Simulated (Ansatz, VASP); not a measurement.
# As: VASP beside Ansatz

INCAR

```
SYSTEM = As
PREC = Accurate
ENCUT = 520
EDIFF = 1E-7
ISMEAR = -1
SIGMA = 0.1
LREAL = .FALSE.
LASPH = .TRUE.
NELM = 80
ALGO = Normal
ISIF = 2
LWAVE = .FALSE.
LCHARG = .FALSE.
GGA = CA
NBANDS = 8
```

File KPOINTS:

```
Automatic mesh
0
G
  15 15 15
  0 0 0
```

The input POSCAR:

```
As
1.0
   -1.6236776320      1.6236776320      1.6236776320
    1.6236776320     -1.6236776320      1.6236776320
    1.6236776320      1.6236776320     -1.6236776320
As
1
Direct
    0.0000000000      0.0000000000      0.0000000000
```

Input for Ansatz:

```yaml
crystal:
  lattice:
    - [-1.623677632, 1.623677632, 1.623677632]
    - [1.623677632, -1.623677632, 1.623677632]
    - [1.623677632, 1.623677632, -1.623677632]
  atoms:
    - { symbol: As, position: [0.0, 0.0, 0.0] }
hamiltonian:
  xc: lda
  pseudopotentials:
    kind: paw
    azcp:
      As: "pseudopotentials/As.paw.azcp"
basis:
  ecutwfc: 420
  fft_grid_basis: typed
kpoints:
  mp_grid: { grid: [15, 15, 15], shift: [0, 0, 0] }
magnetization:
  spin_polarized: false
scf:
  occupations: { method: fermi_dirac, width: 0.1 }
  lower_state_search: "off"
output:
  stress: true
```

Alike in both runs: task single point; functional LDA; k mesh 15 × 15 × 15; occupations fermi-dirac, width 0.1 eV; no spin polarisation.

|  | VASP | Ansatz |
| --- | --- | --- |
| version | VASP 6.6.1 | Ansatz 0.2.0 |
| potentials or method | VASP PAW LDA potentials, release 64 (As), cutoff 520 eV | plane waves (420 eV) with PAW, scalar-relativistic |
| valence electrons in the cell | 5 | 15 |

Ansatz gave:

```
pressure (GPa) : 4.3
```

Estimate VASP's values.

pressure (GPa): 4.7.

Ansatz warns that its potentials were made for another functional, while VASP's fit it. LDA's correlation is that of Perdew and Zunger in VASP and of Perdew and Wang (1992) in Ansatz. VASP's potentials hold 5 valence electrons a cell and Ansatz's 15, so a difference there can come from the potentials and not from the codes.
